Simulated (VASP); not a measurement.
Si8C6N (a cell with a defect), 15 atoms in the cell. The cell holds a defect, 15 atoms: a = 6.152 Å, b = 5.328 Å, c = 5.048 Å, α = 90.00°, β = 90.00°, γ = 90.00°. 

* Program: VASP 6.6.1
* Task: single point
* Functional: PBEsol
* Potentials or basis: VASP PAW PBE potentials, release 64 (Si, C, N)
* Cutoff: 520 eV
* k mesh: 2 × 3 × 3
* Occupations: gaussian, width 0.02 eV
* Spin: no spin polarisation
* Dipole correction: no
* Charge: 1
* Further INCAR settings: LREAL = Auto; ALGO = Normal; EDIFF = 1e-06; NBANDS = 44; NELECT = 60.0

Potentials or basis: VASP PAW PBE potentials, release 64 (Si, C, N).

The run is started by

```sh
$ cat potpaw_PBE.64/Si/POTCAR potpaw_PBE.64/C/POTCAR potpaw_PBE.64/N/POTCAR > POTCAR
$ mpirun -np 1 vasp_std > vasp.out
```

Hardware: 1 thread of Intel Xeon 8259CL, with other jobs on the host.

Task: How long does it take, and how much memory?

Result: Run time: 2.4 min on 1 thread of Intel Xeon 8259CL, with other jobs on the host, peak memory 0.28 GiB. Counts: scf iterations 15, k points 10.
